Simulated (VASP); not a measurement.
# ScWF (P-6m2) in VASP: further runs

The runs below take ScWF through single point, relaxation of cell and atoms, with PBE.

Everything below comes from runs of VASP 6.6.1. Logs are shortened: lines on timing, memory, paths and dates and some standing lists are left out, and cuts for length are marked.

### 1 The cell of the first run

Symmetry: P-6m2, No. 187, hexagonal system. Conventional cell: a = 3.753 Å, b = 3.753 Å, c = 4.179 Å, α = 90.00°, β = 90.00°, γ = 120.00°. Sc (site symmetry -6m2) has 6 W at 3.01 Å and 6 F at 3.01 Å and 6 Sc at 3.75 Å within 4.0 Å. W (site symmetry -6m2) has 3 F at 2.17 Å within 2.9 Å. F (site symmetry -6m2) has 3 W at 2.17 Å within 2.9 Å.

### 2 Single point, PBE

Contents of INCAR:

```
SYSTEM = ScWF
ALGO     = Normal         ! electronic algorithm
EDIFF    = 1E-6           ! SCF threshold, eV
ENCUT    = 520            ! plane-wave cutoff, eV
GGA      = PE             ! functional
ISIF     = 2              ! what is computed and relaxed
ISMEAR   = 0              ! smearing method
LASPH    = .TRUE.         ! aspherical terms in the spheres
LCHARG   = .TRUE.         ! write CHGCAR
LELF     = .TRUE.         ! ELF
LREAL    = .FALSE.        ! projectors in reciprocal space
LVHAR    = .TRUE.       
LWAVE    = .FALSE.        ! write WAVECAR
NBANDS   = 23             ! bands
NELM     = 100            ! most SCF steps
PREC     = Accurate       ! precision mode
SIGMA    = 0.1            ! smearing width, eV
```

Contents of KPOINTS:

```
k-points
0
G
  15 15 12
  0 0 0
```

Contents of POSCAR:

```
ScWF
1.0
    3.7528629289      0.0000000000      0.0000000000
   -1.8764314644      3.2500746333      0.0000000000
    0.0000000000      0.0000000000      4.1789761471
Sc W F
1 1 1
Direct
    0.0000000000      0.0000000000      0.0000000000
    0.6666666667      0.3333333333      0.5000000000
    0.3333333333      0.6666666667      0.5000000000
```

Potentials or basis: VASP PAW PBE potentials, release 64 (Sc_sv, W_sv, F).

Launch:

```console
$ cat potpaw_PBE.64/Sc_sv/POTCAR potpaw_PBE.64/W_sv/POTCAR potpaw_PBE.64/F/POTCAR > POTCAR
$ mpirun -np 1 vasp_std > vasp.out
```

OUTCAR:

```text
SYSTEM = ScWF
   EDIFF = 1E-6
   ENCUT = 520
   GGA = PE
   ISIF = 2
   ISMEAR = 0
   LASPH = .TRUE.
   LREAL = .FALSE.
   NELM = 100
   PREC = Accurate

 ion  position               nearest neighbor table
   1  0.000  0.000  0.000-   2 3.01   2 3.01   2 3.01   2 3.01   2 3.01   2 3.01
   2  0.667  0.333  0.500-   3 2.17   3 2.17   3 2.17   1 3.01   1 3.01   1 3.01   1 3.01   1 3.01
                             1 3.01
   3  0.333  0.667  0.500-   2 2.17   2 2.17   2 2.17

  LATTYP: Found a hexagonal cell.
 ALAT       =     3.7528629289
 C/A-ratio  =     1.1135435070

  Lattice vectors:

 A1 = (   3.7528629289,   0.0000000000,   0.0000000000)
 A2 = (  -1.8764314644,   3.2500746333,   0.0000000000)
 A3 = (   0.0000000000,   0.0000000000,   4.1789761471)

Analysis of symmetry for initial positions (statically):
=====================================================================
 Subroutine PRICEL returns:
 Original cell was already a primitive cell.

 Routine SETGRP: Setting up the symmetry group for a
 hexagonal supercell.

 Subroutine GETGRP returns: Found 12 space group operations
 (whereof 12 operations were pure point group operations)
 out of a pool of 24 trial point group operations.

The static configuration has the point symmetry D_3h.

Analysis of symmetry for dynamics (positions and initial velocities):
=====================================================================
 Subroutine PRICEL returns:
 Original cell was already a primitive cell.

 Routine SETGRP: Setting up the symmetry group for a
 hexagonal supercell.

 Subroutine GETGRP returns: Found 12 space group operations
 (whereof 12 operations were pure point group operations)
 out of a pool of 24 trial point group operations.

The dynamic configuration has the point symmetry D_3h.

 Subroutine INISYM returns: Found 12 space group operations
 (whereof 12 operations are pure point group operations),
 and found     1 'primitive' translations

----------------------------------------------------------------------------------------

                                     Primitive cell

  volume of cell :      50.9713

  direct lattice vectors                    reciprocal lattice vectors
     3.752862929  0.000000000  0.000000000     0.266463236  0.153842621  0.000000000
    -1.876431464  3.250074633  0.000000000     0.000000000  0.307685242  0.000000000
     0.000000000  0.000000000  4.178976147     0.000000000  0.000000000  0.239293062

  length of vectors
     3.752862929  3.752862929  4.178976147     0.307685242  0.307685242  0.239293062

  position of ions in fractional coordinates (direct lattice)
     0.000000000  0.000000000  0.000000000
     0.666666667  0.333333333  0.500000000
     0.333333333  0.666666667  0.500000000

  ion indices of the primitive-cell ions
   primitive index   ion index
                 1           1
                 2           2
                 3           3

----------------------------------------------------------------------------------------

 KPOINTS: k-points

Automatic generation of k-mesh.
 Grid dimensions read from file:
 generate k-points for:   15   15   12

 Generating k-lattice:

  Cartesian coordinates                     Fractional coordinates (reciprocal lattice)
     0.017764216  0.010256175  0.000000000     0.066666667  0.000000000  0.000000000
     0.000000000  0.020512349  0.000000000     0.000000000  0.066666667  0.000000000
     0.000000000  0.000000000  0.019941089     0.000000000  0.000000000  0.083333333

  Length of vectors
     0.020512349  0.020512349  0.019941089

  Shift w.r.t. Gamma in fractional coordinates (k-lattice)
     0.000000000  0.000000000  0.000000000

 Subroutine IBZKPT returns following result:
 ===========================================

 Found    189 irreducible k-points:

 Following reciprocal coordinates:
            Coordinates               Weight
  0.000000  0.000000  0.000000      1.000000
  0.066667  0.000000  0.000000      6.000000
  0.133333  0.000000  0.000000      6.000000
  0.200000  0.000000  0.000000      6.000000
  0.266667  0.000000  0.000000      6.000000
  0.333333  0.000000  0.000000      6.000000
[... 16 lines left out ...]
  0.333333  0.200000  0.000000     12.000000
  0.400000  0.200000  0.000000      6.000000
 [... further k-points ...]
   k-points           NKPTS =    189   k-points in BZ     NKDIM =    189   number of bands    NBANDS=     23
   number of dos      NEDOS =    301   number of ions     NIONS =      3
   total plane-waves  NPLWV =  25088
   dimension x,y,z NGX =    28 NGY =   28 NGZ =   32
   dimension x,y,z NGXF=    56 NGYF=   56 NGZF=   64
   ions per type =               1   1   1
   NGX,Y,Z   is equivalent  to a cutoff of  12.40, 12.40, 12.73 a.u.
   NGXF,Y,Z  is equivalent  to a cutoff of  24.81, 24.81, 25.46 a.u.
 SYSTEM =  ScWF
   PREC   = accura    normal or accurate (medium, high low for compatibility)
   ISTART =      0    job   : 0-new  1-cont  2-samecut
   ICHARG =      2    charge: 1-file 2-atom 10-const
   ISPIN  =      1    spin polarized calculation?
   LNONCOLLINEAR =      F non collinear calculations
   LSORBIT =      F    spin-orbit coupling
   LASPH  =      T    aspherical Exc in radial PAW
   ENCUT  =  520.0 eV  38.22 Ry    6.18 a.u.   6.98  6.98  7.77*2*pi/ulx,y,z
   NELM   =    100;   NELMIN=  2; NELMDL= -5     # of ELM steps
   EDIFF  = 0.1E-05   stopping-criterion for ELM
   LREAL  =      F    real-space projection
   EDIFFG = 0.1E-04   stopping-criterion for IOM
   NSW    =      0    number of steps for IOM
   IBRION =     -1    ionic relax: 0-MD 1-quasi-New 2-CG
   NFREE  =      0    steps in history (QN), initial steepest desc. (CG)
   ISIF   =      2    stress and relaxation
   ISYM   =      2    0-nonsym 1-usesym 2-fastsym
   POTIM  = 0.5000    time-step for ionic-motion
   TEBEG  =    0.0;   TEEND  =   0.0 temperature during run
   PSTRESS=    0.0 pullay stress
   NELECT =      32.0000    total number of electrons
   NUPDOWN=      -1.0000    fix difference up-down
   EMIN   =  10.00;   EMAX   =-10.00  energy-range for DOS
   EFERMI =   0.00;   METHOD = LEGACY
   ISMEAR =     0;   SIGMA  =   0.10  broadening in eV -4-tet -1-fermi 0-gaus
   EFERMI_NEDOS =   21; number of points for ismear=-14 and -15
   IALGO  =     38    algorithm
   IMIX   =      4    mixing-type and parameters
     AMIX     =   0.40;   BMIX     =  1.00
     AMIX_MAG =   1.60;   BMIX_MAG =  1.00
  volume/ion in A,a.u.               =      16.99       114.66
  Fermi-wavevector in a.u.,A,eV,Ry     =   1.401790  2.648998 26.735641  1.965014
  Thomas-Fermi vector in A             =   2.524616
   LORBIT       =      0    0 simple, 1 ext, 2 COOP (PROOUT), +10 PAW based schemes
   GGA     = PE    functional components
   LHFCALC =     F    Hartree Fock is set to
   AEXX    =    0.0000 exact exchange contribution
   IVDW    =     0    specifies the selected vdW correction
   LEPSILON=     F    determine dielectric tensor
   LRPA    =     F    only Hartree local field effects (RPA)
 non-spin polarized calculation
 Gauss-broadening in eV      SIGMA  =   0.10
  energy-cutoff  :      520.00
  volume of cell :       50.97
 maximum number of plane-waves:      1390
 NGX is ok and might be reduce to    28
   NGX = 13   NGY = 13   NGZ = 15

 number of electron      31.9999991 magnetization

 Free energy of the ion-electron system (eV)
  ---------------------------------------------------
  ext. energy  EPLUGINS =         0.00000000
  ---------------------------------------------------
  free energy    TOTEN  =       -20.20009990 eV

  energy without entropy =      -20.19305499  energy(sigma->0) =      -20.19657744

 E-fermi :   6.0411     XC(G=0): -11.0535

 val. band max:        6.0336420187   @ k =   0.2667   0.0000   0.5000
 cond. band min:       6.0440942635   @ k =   0.2000   0.2000   0.5000
 fundamental gap:      0.0104522448
 Fermi energy:         6.0410853340

 k-point     1 :       0.0000    0.0000    0.0000
  band No.  band energies     occupation
      1     -67.9815      2.00000
      2     -43.2189      2.00000
      3     -32.4201      2.00000
      4     -32.4201      2.00000
      5     -31.7120      2.00000
      6     -21.8668      2.00000
[... 15 lines left out ...]
     22       9.2563      0.00000
     23       9.2563      0.00000

 k-point     2 :       0.0667    0.0000    0.0000
  band No.  band energies     occupation
      1     -67.9814      2.00000
      2     -43.2186      2.00000
      3     -32.4247      2.00000
      4     -32.4209      2.00000
      5     -31.7116      2.00000
      6     -21.8714      2.00000
[... 15 lines left out ...]
     22       9.3120      0.00000
     23       9.3492      0.00000

 k-point     3 :       0.1333    0.0000    0.0000
  band No.  band energies     occupation
      1     -67.9812      2.00000
      2     -43.2179      2.00000
      3     -32.4375      2.00000
      4     -32.4231      2.00000
      5     -31.7104      2.00000
      6     -21.8839      2.00000
[... 15 lines left out ...]
     22       9.4614      0.00000
     23       9.5586      0.00000

 k-point     4 :       0.2000    0.0000    0.0000
  band No.  band energies     occupation
      1     -67.9809      2.00000
      2     -43.2168      2.00000
      3     -32.4564      2.00000
      4     -32.4263      2.00000
      5     -31.7087      2.00000
      6     -21.9015      2.00000
[... 15 lines left out ...]
     22       9.6638      0.00000
     23       9.7364      0.00000

 k-point     5 :       0.2667    0.0000    0.0000
  band No.  band energies     occupation
      1     -67.9806      2.00000
      2     -43.2155      2.00000
      3     -32.4779      2.00000
      4     -32.4300      2.00000
      5     -31.7068      2.00000
      6     -21.9207      2.00000
[... 15 lines left out ...]
     22       9.8324      0.00000
     23       9.8758      0.00000

 k-point     6 :       0.3333    0.0000    0.0000
  band No.  band energies     occupation
      1     -67.9802      2.00000
      2     -43.2143      2.00000
      3     -32.4984      2.00000
      4     -32.4336      2.00000
      5     -31.7050      2.00000
      6     -21.9381      2.00000
[... 15 lines left out ...]
     22       9.8277      0.00000
     23      10.0625      0.00000

 k-point     7 :       0.4000    0.0000    0.0000
  band No.  band energies     occupation
      1     -67.9800      2.00000
      2     -43.2134      2.00000
      3     -32.5143      2.00000
      4     -32.4363      2.00000
      5     -31.7035      2.00000
      6     -21.9512      2.00000
[... 353 lines left out ...]
     22       9.6572      0.00000
     23      10.3864      0.00000

 k-point    21 :       0.2000    0.2000    0.0000
  band No.  band energies     occupation
      1     -67.9802      2.00000
      2     -43.2140      2.00000
      3     -32.4972      2.00000
      4     -32.4406      2.00000
      5     -31.7045      2.00000
      6     -21.9335      2.00000
[... 15 lines left out ...]
     22       9.8515      0.00000
     23      10.1912      0.00000

 k-point    22 :       0.2667    0.2000    0.0000
  band No.  band energies     occupation
      1     -67.9799      2.00000
      2     -43.2131      2.00000
      3     -32.5090      2.00000
      4     -32.4465      2.00000
      5     -31.7032      2.00000
      6     -21.9405      2.00000
[... 15 lines left out ...]
     22       9.7826      0.00000
     23      10.3492      0.00000

 k-point    23 :       0.3333    0.2000    0.0000
  band No.  band energies     occupation
      1     -67.9798      2.00000
      2     -43.2125      2.00000
      3     -32.5169      2.00000
      4     -32.4506      2.00000
      5     -31.7023      2.00000
      6     -21.9445      2.00000
[... 15 lines left out ...]
     22       9.7163      0.00000
     23      10.4515      0.00000

 k-point    24 :       0.4000    0.2000    0.0000
  band No.  band energies     occupation
      1     -67.9797      2.00000
      2     -43.2123      2.00000
      3     -32.5196      2.00000
      4     -32.4521      2.00000
      5     -31.7019      2.00000
      6     -21.9457      2.00000
[... 15 lines left out ...]
     22       9.8135      0.00000
     23      10.4688      0.00000

 [... further k-points ...]
[... 5 lines left out ...]
  --------------------------------------------------------------------------------------
  -------------------------------------------------------------------------------------
  Total        0.1547658      0.1547658     -0.0382807      0.0000000      0.0000000      0.0000000
  in kB        4.8647393      4.8647393     -1.2032729      0.0000000      0.0000000      0.0000000
  external PRESSURE =       2.8420686 kB  Pullay stress =       0.0000000 kB

 VOLUME and BASIS-vectors are now :
 -----------------------------------------------------------------------------
  energy-cutoff  :      520.00
  volume of cell :       50.97
      direct lattice vectors                 reciprocal lattice vectors
     3.752862929  0.000000000  0.000000000     0.266463236  0.153842621  0.000000000
    -1.876431464  3.250074633  0.000000000     0.000000000  0.307685242  0.000000000
     0.000000000  0.000000000  4.178976147     0.000000000  0.000000000  0.239293062

 POSITION                                       TOTAL-FORCE (eV/Angst)
 -----------------------------------------------------------------------------------
      0.00000      0.00000      0.00000        -0.000000      0.000000      0.000000
      1.87643      1.08336      2.08949         0.000000      0.000000      0.000000
     -0.00000      2.16672      2.08949        -0.000000      0.000000      0.000000
 -----------------------------------------------------------------------------------
    total drift:                                0.000003     -0.000002     -0.000000

  FREE ENERGIE OF THE ION-ELECTRON SYSTEM (eV)
  ---------------------------------------------------
  free  energy   TOTEN  =       -20.2000998969 eV

  energy  without entropy=      -20.1930549895  energy(sigma->0) =      -20.19657744
```

Wall time 89 s (1 thread of Intel Xeon 6975P-C (Granite Rapids), shared host); peak memory 0.34 GiB.

Results:

| Item | Value |
| --- | --- |
| Free energy | -20.2001 eV |
| Pressure | 0.3 GPa |
| Band gap on the k mesh | zero (band 16 reaches 6.23 eV, above the bottom of band 17 at 5.82 eV) |

Stress tensor (GPa, compression positive):
```
 0.49  0.00  0.00
 0.00  0.49  0.00
 0.00  0.00 -0.12
```

Caveat: spin-orbit coupling is left out, which moves the levels of the heavy elements.

### 3 Relaxation of cell and atoms, PBE

This run uses another cell than the first one, of 17.30 Å³/atom, 1.018 times its volume.

Contents of INCAR:

```
SYSTEM = ScWF
PREC = Accurate
ENCUT = 600
EDIFF = 1E-6
ISMEAR = 0
SIGMA = 0.1
LREAL = .FALSE.
LASPH = .TRUE.
NELM = 100
ALGO = Normal
ISIF = 3
LWAVE = .FALSE.
LCHARG = .FALSE.
GGA = PE
IBRION = 2
NSW = 100
EDIFFG = -0.01
```

Contents of KPOINTS:

```
Automatic mesh
0
G
  15 15 12
  0 0 0
```

Contents of POSCAR:

```
ScWF
1.0
    3.9168255800      0.0000000000      0.0000000000
   -1.9584127900      3.3920704600      0.0000000000
    0.0000000000      0.0000000000      3.9069452700
Sc W F
1 1 1
Direct
    0.0000000000      0.0000000000      0.0000000000
    0.6666666700      0.3333333300      0.5000000000
    0.3333333300      0.6666666700      0.5000000000
```

Potentials or basis: VASP PAW PBE potentials, release 64 (Sc_sv, W_sv, F).

Launch:

```console
$ cat potpaw_PBE.64/Sc_sv/POTCAR potpaw_PBE.64/W_sv/POTCAR potpaw_PBE.64/F/POTCAR > POTCAR
$ mpirun -np 1 vasp_std > vasp.out
```

Run time: 7.7 min. Hardware: 1 thread of Intel Xeon 6975P-C (Granite Rapids), shared host; peak memory 0.41 GiB.

It converged, with:

| Quantity | Value |
| --- | --- |
| Free energy | -20.2044 eV |
| Relaxed volume | 17.02 Å³/atom |
| Relaxed cell | a = 3.766 Å, b = 3.766 Å, c = 4.157 Å, α = 90.00°, β = 90.00°, γ = 120.00° |
| Space group after relaxing (to 0.05 Å) | P-6m2 (No. 187) |
| Energy gained by relaxing | 23.5 meV/atom |
| Ionic steps | 8 |
| Pressure after relaxing | 0.0 GPa |
| Band gap on the k mesh | zero (band 16 reaches 6.19 eV, above the bottom of band 17 at 5.79 eV) |

Stress tensor (GPa, compression positive):
```
-0.04  0.00  0.00
 0.00 -0.04  0.00
 0.00  0.00  0.09
```

Step by step:
```
step  energy change (eV)  largest force (eV/Å)  pressure (GPa)  volume (Å³)
   1              0.0000                0.0000           -2.73        51.91
   2             -0.0277                0.0000            1.94        49.71
   3             -0.0281                0.0000            1.40        49.94
   4             -0.0494                0.0000            1.29        50.13
   5             -0.0671                0.0000            1.47        50.46
   6             -0.0678                0.0000            1.40        50.42
   7             -0.0662                0.0000           -1.67        51.89
   8             -0.0706                0.0000            0.00        51.07
```

Final structure:
```
Sc W F
1.0
     3.76649    0.00000    0.00000
    -1.88325    3.26188    0.00000
     0.00000    0.00000    4.15664
Sc W F
1 1 1
Direct
  0.00000 0.00000 0.00000
  0.66667 0.33333 0.50000
  0.33333 0.66667 0.50000
```

Levels at points of the mesh, in eV from the Fermi level:
| k point | band 12 | band 13 | band 14 | band 15 | band 16 | band 17 | band 18 | band 19 | band 20 |
| --- | --- | --- | --- | --- | --- | --- | --- | --- | --- |
| (0.00, 0.00, 0.00) | -7.44 | -4.77 | -1.77 | -0.05 | -0.05 | 1.59 | 1.59 | 2.04 | 2.04 |
| (0.00, 0.00, 0.50) | -7.89 | -1.90 | -1.44 | -0.78 | -0.78 | 0.86 | 0.87 | 0.87 | 2.63 |

Caveat: spin-orbit coupling is left out, which moves the levels of the heavy elements.

(Part 1 of 2 ends here.)
